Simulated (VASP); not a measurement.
# Al (C2/m) in VASP: further runs

The runs below take Al through single point, with PBE.

Everything below comes from runs of VASP 6.6.1. Logs are shortened: lines on timing, memory, paths and dates and some standing lists are left out, and cuts for length are marked.

## 1. The cell of the first run

The structure is monoclinic, space group C2/m (No. 12). Conventional cell: a = 4.831 Å, b = 2.840 Å, c = 2.858 Å, α = 90.00°, β = 120.46°, γ = 90.00°. Al (site symmetry 2/m) has 12 Al at 2.80 to 3.00 Å within 3.7 Å.

## 2. Single point, PBE

File INCAR:

```
SYSTEM = Al
  ALGO = Fast
  EDIFF = 1E-6
  ENCUT = 520
  GGA = PE
  ISIF = 2
  ISMEAR = 0
  LASPH = .TRUE.
  LCHARG = .TRUE.
  LELF = .TRUE.
  LREAL = .FALSE.
  LVHAR = .TRUE.
  LWAVE = .FALSE.
  NBANDS = 14
  NELM = 100
  PREC = Accurate
  SIGMA = 0.1
```

File KPOINTS:

```
k-points
0
G
  7 6 15
  0 0 0
```

File POSCAR:

```
Al
1.0
    5.2931304608      0.0000000000      0.0000000000
    0.0000000000      5.6802178802      0.0000000000
   -1.7643768203      0.0000000000      2.2486162376
Al
4
Direct
    0.0000000000      0.5000000000      0.0000000000
    0.5000000000      0.7500000000      0.0000000000
    0.0000000000      0.0000000000      0.0000000000
    0.5000000000      0.2500000000      0.0000000000
```

Potentials or basis: VASP PAW PBE potentials, release 64 (Al).

Launch:

```sh
> cat potpaw_PBE.64/Al/POTCAR > POTCAR
> mpirun -np 1 vasp_std > vasp.out
```

OUTCAR:

```text
SYSTEM = Al
   EDIFF = 1E-6
   ENCUT = 520
   GGA = PE
   ISIF = 2
   ISMEAR = 0
   LASPH = .TRUE.
   LREAL = .FALSE.
   NELM = 100
   PREC = Accurate

 ion  position               nearest neighbor table
   1  0.000  0.500  0.000-   2 2.80   4 2.80   2 2.80   4 2.80   3 2.84   3 2.84   2 3.00   4 3.00
                             4 3.00   2 3.00
   2  0.500  0.750  0.000-   1 2.80   3 2.80   1 2.80   3 2.80   4 2.84   4 2.84   1 3.00   3 3.00
                             1 3.00   3 3.00
   3  0.000  0.000  0.000-   2 2.80   4 2.80   2 2.80   4 2.80   1 2.84   1 2.84   2 3.00   4 3.00
                             4 3.00   2 3.00
   4  0.500  0.250  0.000-   1 2.80   3 2.80   1 2.80   3 2.80   2 2.84   2 2.84   1 3.00   3 3.00
                             3 3.00   1 3.00

  LATTYP: Found a simple monoclinic cell.
 ALAT       =     2.8581988293
 B/A-ratio  =     1.9873417559
 C/A-ratio  =     1.4639643826
 COS(beta)  =    -0.0978109271

  Lattice vectors:

 A1 = (  -1.7643768203,   0.0000000000,   2.2486162376)
 A2 = (   0.0000000000,  -5.6802178802,   0.0000000000)
 A3 = (   3.5287536405,   0.0000000000,   2.2486162376)

Analysis of symmetry for initial positions (statically):
=====================================================================
 Subroutine PRICEL returns following result:

  LATTYP: Found a base centered monoclinic cell.
 ALAT       =     4.8309549263
 B/A-ratio  =     0.5878980416
 C/A-ratio  =     0.5916426199
 COS(beta)  =    -0.5069242994

  Lattice vectors:

 A1 = (  -0.8821884101,   1.4200544700,  -2.2486162376)
 A2 = (  -0.8821884101,  -1.4200544700,  -2.2486162376)
 A3 = (  -1.7643768203,   0.0000000000,   2.2486162376)

   4 primitive cells build up your supercell.

 Routine SETGRP: Setting up the symmetry group for a
 simple monoclinic supercell.

 Subroutine GETGRP returns: Found  4 space group operations
 (whereof  4 operations were pure point group operations)
 out of a pool of  4 trial point group operations.

The static configuration has the point symmetry C_2h.

Analysis of symmetry for dynamics (positions and initial velocities):
=====================================================================
 Subroutine PRICEL returns following result:

  LATTYP: Found a base centered monoclinic cell.
 ALAT       =     4.8309549263
 B/A-ratio  =     0.5878980416
 C/A-ratio  =     0.5916426199
 COS(beta)  =    -0.5069242994

  Lattice vectors:

 A1 = (  -0.8821884101,   1.4200544700,  -2.2486162376)
[... 123 lines left out ...]
   EMIN   =  10.00;   EMAX   =-10.00  energy-range for DOS
   EFERMI =   0.00;   METHOD = LEGACY
   ISMEAR =     0;   SIGMA  =   0.10  broadening in eV -4-tet -1-fermi 0-gaus
   EFERMI_NEDOS =   21; number of points for ismear=-14 and -15
   IALGO  =     68    algorithm
   IMIX   =      4    mixing-type and parameters
     AMIX     =   0.40;   BMIX     =  1.00
     AMIX_MAG =   1.60;   BMIX_MAG =  1.00
  volume/ion in A,a.u.               =      16.90       114.06
  Fermi-wavevector in a.u.,A,eV,Ry     =   0.920035  1.738614 11.516843  0.846464
  Thomas-Fermi vector in A             =   2.045295
   LORBIT       =      0    0 simple, 1 ext, 2 COOP (PROOUT), +10 PAW based schemes
   GGA     = PE    functional components
   LHFCALC =     F    Hartree Fock is set to
   AEXX    =    0.0000 exact exchange contribution
   IVDW    =     0    specifies the selected vdW correction
   LEPSILON=     F    determine dielectric tensor
   LRPA    =     F    only Hartree local field effects (RPA)
 non-spin polarized calculation
 RMM-DIIS sequential band-by-band and
 Gauss-broadening in eV      SIGMA  =   0.10
  energy-cutoff  :      520.00
  volume of cell :       67.61
 maximum number of plane-waves:      1836
   NGX = 19   NGY = 21   NGZ = 11

 number of electron      12.0000000 magnetization

 Free energy of the ion-electron system (eV)
  ---------------------------------------------------
  ext. energy  EPLUGINS =         0.00000000
  ---------------------------------------------------
  free energy    TOTEN  =       -14.92258998 eV

  energy without entropy =      -14.91503936  energy(sigma->0) =      -14.91881467

 E-fermi :   7.7571     XC(G=0): -10.1059

 val. band max:        7.7404487410   @ k =   0.4286   0.3333   0.4667
 cond. band min:       7.7598558470   @ k =   0.0000   0.5000   0.0667
 fundamental gap:      0.0194071060
 Fermi energy:         7.7571394530

 k-point     1 :       0.0000    0.0000    0.0000
  band No.  band energies     occupation
      1      -3.2235      2.00000
      2       1.2926      2.00000
      3       1.2926      2.00000
      4       4.5639      2.00000
      5       5.7064      2.00000
      6       8.7951      0.00000
      7       8.7951      0.00000
      8      10.0976      0.00000
      9      10.0976      0.00000
     10      13.3056      0.00000
     11      13.7226      0.00000
     12      13.7383      0.00000
     13      17.0862      0.00000
     14      17.6553      0.00000
[... 377 lines left out ...]
      1      -2.9661      2.00000
      2       0.0549      2.00000
      3       3.0109      2.00000
      4       4.0085      2.00000
      5       6.7367      2.00000
      6       6.8860      2.00000
      7       9.6382      0.00000
      8       9.7236      0.00000
      9      11.1085      0.00000
     10      12.4160      0.00000
     11      12.5560      0.00000
     12      14.9410      0.00000
     13      16.3559      0.00000
     14      17.4738      0.00000

 [... further k-points ...]

------------------------ aborting loop because EDIFF is reached ----------------------------------------

  FORCE on cell =-STRESS in cart. coord.  units (eV):
  Direction    XX          YY          ZZ          XY          YZ          ZX
  --------------------------------------------------------------------------------------
  -------------------------------------------------------------------------------------
  Total       -1.9342574      0.1754607      0.3727593      0.0000000      0.0000000      0.5106364
  in kB      -45.8386602      4.1581250      8.8337708      0.0000000      0.0000000     12.1012272
  external PRESSURE =     -10.9489215 kB  Pullay stress =       0.0000000 kB

 VOLUME and BASIS-vectors are now :
 -----------------------------------------------------------------------------
  energy-cutoff  :      520.00
  volume of cell :       67.61
      direct lattice vectors                 reciprocal lattice vectors
     5.293130461  0.000000000  0.000000000     0.188924117  0.000000000  0.148239316
     0.000000000  5.680217880  0.000000000     0.000000000  0.176049585  0.000000000
    -1.764376820  0.000000000  2.248616238     0.000000000  0.000000000  0.444717948

 POSITION                                       TOTAL-FORCE (eV/Angst)
 -----------------------------------------------------------------------------------
      0.00000      2.84011      0.00000         0.000000     -0.000000      0.000000
      2.64657      4.26016      0.00000         0.000000     -0.000000     -0.000000
      0.00000      0.00000      0.00000         0.000000     -0.000000      0.000000
      2.64657      1.42005      0.00000        -0.000000      0.000000      0.000000
 -----------------------------------------------------------------------------------
    total drift:                                0.000000      0.000000      0.000000

  FREE ENERGIE OF THE ION-ELECTRON SYSTEM (eV)
  ---------------------------------------------------
  free  energy   TOTEN  =       -14.9225899821 eV

  energy  without entropy=      -14.9150393586  energy(sigma->0) =      -14.91881467
```

stdout:

```text
POSCAR found type information on POSCAR Al
 POSCAR found :  1 types and       4 ions
 scaLAPACK will be used
 LDA part: xc-table for (Slater+PW92), standard interpolation
 POSCAR, INCAR and KPOINTS ok, starting setup
 FFT: planning ... GRIDC
 FFT: planning ... GRID_SOFT
 FFT: planning ... GRID
 WAVECAR not read
 entering main loop
```

Run time: 57 s. Hardware: 1 thread of Intel Xeon 6975P-C (Granite Rapids), shared host; peak memory 0.29 GiB.

What came out:

```yaml
Free_energy: -14.9226 eV
Pressure: -1.1 GPa
Band_gap_on_the_k_mesh: zero (bands 6 and 7 overlap by 3.89 eV)
```

Levels at points of the mesh, in eV from the Fermi level:
| k point | band 3 | band 4 | band 5 | band 6 | band 7 | band 8 | band 9 | band 10 |
| --- | --- | --- | --- | --- | --- | --- | --- | --- |
| (0.00, 0.00, 0.00) | -6.46 | -3.19 | -2.05 | 1.04 | 1.04 | 2.34 | 2.34 | 5.55 |
| (0.00, 0.50, 0.00) | -2.14 | -2.14 | -1.21 | -1.21 | -0.72 | -0.72 | 6.33 | 6.33 |

Caveat: the stress differs along the axes, from -5 to 1 GPa.

## 3. Single point, PBE

This run uses another cell than the first one, of 16.98 Å³/atom.

File INCAR:

```
SYSTEM = Al
PREC = Accurate ; ENCUT = 520
EDIFF = 1E-6 ; ISMEAR = 0
SIGMA = 0.1 ; LREAL = .FALSE.
LASPH = .TRUE. ; NELM = 80
ALGO = Fast ; ISIF = 2
LWAVE = .FALSE. ; LCHARG = .FALSE.
GGA = PE ; NBANDS = 14
```

File KPOINTS:

```
Automatic mesh
0
G
  7 6 15
  0 0 0
```

Edit POSCAR of step 2 so:

```diff
@@ -2,5 +2,5 @@
 1.0
-    5.2931304608      0.0000000000      0.0000000000
+    5.2927942633      0.0000000000      0.0596570326
     0.0000000000      5.6802178802      0.0000000000
-   -1.7643768203      0.0000000000      2.2486162376
+   -1.7389213829      0.0000000000      2.2396152680
 Al
```

Potentials or basis: VASP PAW PBE potentials, release 64 (Al).

Launch:

```sh
> cat potpaw_PBE.64/Al/POTCAR > POTCAR
> mpirun -np 1 vasp_std > vasp.out
```

OUTCAR:

```text
SYSTEM = Al
   PREC = Accurate
   ENCUT = 520
   EDIFF = 1E-6
   ISMEAR = 0
   LREAL = .FALSE.
   LASPH = .TRUE.
   NELM = 80
   ISIF = 2
   GGA = PE

 ion  position               nearest neighbor table
   1  0.000  0.500  0.000-   2 2.83   4 2.83   2 2.83   4 2.83   3 2.84   3 2.84   2 3.00   4 3.00
                             4 3.00   2 3.00
   2  0.500  0.750  0.000-   1 2.83   3 2.83   1 2.83   3 2.83   4 2.84   4 2.84   1 3.00   3 3.00
                             1 3.00   3 3.00
   3  0.000  0.000  0.000-   2 2.83   4 2.83   2 2.83   4 2.83   1 2.84   1 2.84   2 3.00   4 3.00
                             4 3.00   2 3.00
   4  0.500  0.250  0.000-   1 2.83   3 2.83   1 2.83   3 2.83   2 2.84   2 2.84   1 3.00   3 3.00
                             3 3.00   1 3.00

  LATTYP: Found a simple monoclinic cell.
 ALAT       =     2.8354407285
 B/A-ratio  =     2.0032927591
 C/A-ratio  =     1.4928219777
 COS(beta)  =    -0.0858549213

  Lattice vectors:

 A1 = (  -1.7389213829,   0.0000000000,   2.2396152680)
 A2 = (   0.0000000000,  -5.6802178802,   0.0000000000)
 A3 = (   3.5538728804,   0.0000000000,   2.2992723006)

Analysis of symmetry for initial positions (statically):
=====================================================================
 Subroutine PRICEL returns following result:

  LATTYP: Found a base centered monoclinic cell.
 ALAT       =     4.8883074063
 B/A-ratio  =     0.5810004781
 C/A-ratio  =     0.5800455030
 COS(beta)  =    -0.5057033253

  Lattice vectors:

 A1 = (  -0.9074757488,   1.4200544700,  -2.2694437843)
 A2 = (  -0.9074757488,  -1.4200544701,  -2.2694437843)
 A3 = (  -1.7389213829,   0.0000000000,   2.2396152680)

   4 primitive cells build up your supercell.

 Routine SETGRP: Setting up the symmetry group for a
 simple monoclinic supercell.

 Subroutine GETGRP returns: Found  4 space group operations
 (whereof  4 operations were pure point group operations)
 out of a pool of  4 trial point group operations.

The static configuration has the point symmetry C_2h.

[... 155 lines left out ...]
 RMM-DIIS sequential band-by-band and
 Gauss-broadening in eV      SIGMA  =   0.10
  energy-cutoff  :      520.00
  volume of cell :       67.92
 maximum number of plane-waves:      1855
   NGX = 19   NGY = 21   NGZ = 11

 number of electron      12.0000000 magnetization

 Free energy of the ion-electron system (eV)
  ---------------------------------------------------
  ext. energy  EPLUGINS =         0.00000000
  ---------------------------------------------------
  free energy    TOTEN  =       -14.93070709 eV

  energy without entropy =      -14.92505359  energy(sigma->0) =      -14.92788034

 E-fermi :   7.7097     XC(G=0): -10.0902

 val. band max:        7.7072161981   @ k =   0.4286   0.1667   0.2667
 cond. band min:       7.7191965446   @ k =  -0.1429   0.3333   0.3333
 fundamental gap:      0.0119803465
 Fermi energy:         7.7097149425

 k-point     1 :       0.0000    0.0000    0.0000
  band No.  band energies     occupation
      1      -3.2378      2.00000
      2       1.2787      2.00000
      3       1.2787      2.00000
      4       4.3940      2.00000
      5       5.4390      2.00000
      6       8.6351      0.00000
      7       8.6351      0.00000
      8       9.8268      0.00000
      9       9.8268      0.00000
     10      13.3709      0.00000
     11      13.7319      0.00000
     12      13.9572      0.00000
     13      17.1901      0.00000
     14      17.8826      0.00000
[... 377 lines left out ...]
      1      -2.9816      2.00000
      2       0.0396      2.00000
      3       2.9969      2.00000
      4       3.8506      2.00000
      5       6.4581      2.00000
      6       6.7318      2.00000
      7       9.3573      0.00000
      8       9.5744      0.00000
      9      11.1557      0.00000
     10      12.1411      0.00000
     11      12.6943      0.00000
     12      15.1435      0.00000
     13      16.4669      0.00000
     14      17.4238      0.00000

 [... further k-points ...]

------------------------ aborting loop because EDIFF is reached ----------------------------------------

  FORCE on cell =-STRESS in cart. coord.  units (eV):
  Direction    XX          YY          ZZ          XY          YZ          ZX
  --------------------------------------------------------------------------------------
  -------------------------------------------------------------------------------------
  Total       -1.9180365     -0.0566836     -0.0061414      0.0000000      0.0000000     -0.0058970
  in kB      -45.2438772     -1.3370882     -0.1448663      0.0000000      0.0000000     -0.1391031
  external PRESSURE =     -15.5752772 kB  Pullay stress =       0.0000000 kB

 VOLUME and BASIS-vectors are now :
 -----------------------------------------------------------------------------
  energy-cutoff  :      520.00
  volume of cell :       67.92
      direct lattice vectors                 reciprocal lattice vectors
     5.292794263  0.000000000  0.059657033     0.187296986  0.000000000  0.145424412
     0.000000000  5.680217880  0.000000000     0.000000000  0.176049585  0.000000000
    -1.738921383  0.000000000  2.239615268    -0.004989063  0.000000000  0.442631565

 POSITION                                       TOTAL-FORCE (eV/Angst)
 -----------------------------------------------------------------------------------
      0.00000      2.84011      0.00000         0.000000     -0.000000     -0.000000
      2.64640      4.26016      0.02983        -0.000000      0.000000      0.000000
      0.00000      0.00000      0.00000         0.000000     -0.000000     -0.000000
      2.64640      1.42005      0.02983         0.000000     -0.000000     -0.000000
 -----------------------------------------------------------------------------------
    total drift:                                0.000000      0.000000      0.000000

  FREE ENERGIE OF THE ION-ELECTRON SYSTEM (eV)
  ---------------------------------------------------
  free  energy   TOTEN  =       -14.9307070942 eV

  energy  without entropy=      -14.9250535942  energy(sigma->0) =      -14.92788034
```

stdout:

```text
POSCAR found type information on POSCAR Al
 POSCAR found :  1 types and       4 ions
 scaLAPACK will be used
 LDA part: xc-table for (Slater+PW92), standard interpolation
 POSCAR, INCAR and KPOINTS ok, starting setup
 FFT: planning ... GRIDC
 FFT: planning ... GRID_SOFT
 FFT: planning ... GRID
 WAVECAR not read
 entering main loop
```

Wall time 61 s (1 thread of Intel Xeon 6975P-C (Granite Rapids), shared host); peak memory 0.28 GiB.

Results:

| Quantity | Value |
| --- | --- |
| Free energy | -14.9307 eV |
| Pressure | -1.6 GPa |
| Band gap on the k mesh | zero (bands 6 and 7 overlap by 3.88 eV) |
